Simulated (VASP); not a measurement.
## PbO: single point with PBE

Crystal: PbO.

```
Pb O
1.0
     3.17937    0.00000    0.00000
     0.00000    3.17937    0.00000
     0.00000    0.00000    3.08971
Pb O
1 1
Direct
  0.00000 0.00000 0.00000
  0.50000 0.50000 0.50000
```

This cell differs from its parent crystal: uniaxial z strain -2.8%.

| Quantity | Value |
| --- | --- |
| Program | VASP 6.6.1 |
| Task | single point |
| Functional | PBE |
| Potentials or basis | VASP PAW PBE potentials, release 64 (Pb_d, O) |
| Cutoff | 520 eV |
| k mesh | 8 × 8 × 8 |
| Occupations | fermi-dirac, width 0.02 eV |
| Spin | no spin polarisation |

| Item | Value |
| --- | --- |
| Pressure | 6.6 GPa |
| Band gap on the k mesh | 0.35 eV, indirect (least direct gap 0.69 eV) |

Stress tensor (GPa, compression positive):
```
 4.66  0.00  0.00
 0.00  4.66  0.00
 0.00  0.00 10.52
```

Levels at points of the mesh, in eV from the valence-band top:
```csv
k point,band 7,band 8,band 9,band 10,band 11,band 12,band 13,band 14
"(0.00, 0.00, 0.00)",-8.39,-2.04,-2.04,-1.72,8.69,8.69,9.26,9.58
"(0.50, 0.00, 0.00)",-9.39,-1.15,-0.96,-0.36,0.37,7.60,8.50,11.06
"(0.50, 0.50, 0.00)",-6.16,-4.88,-4.88,-0.97,4.18,4.18,10.25,11.54
"(0.00, 0.00, 0.50)",-9.05,-1.12,-1.12,-0.66,0.35,7.95,7.95,10.82
"(0.50, 0.00, 0.50)",-5.77,-4.83,-4.73,-1.15,3.78,4.19,9.85,10.96
"(0.50, 0.50, 0.50)",-3.15,-2.41,-2.36,-2.36,0.41,0.82,0.82,13.38
```

It took 32 s on 1 thread of Intel Xeon 8259CL, with other jobs on the host, peak memory 0.17 GiB.

Caveat: the cell differs from its parent crystal (uniaxial z strain -2.8%); spin-orbit coupling is left out, which moves the levels of the heavy elements. A k mesh can miss the band edges.
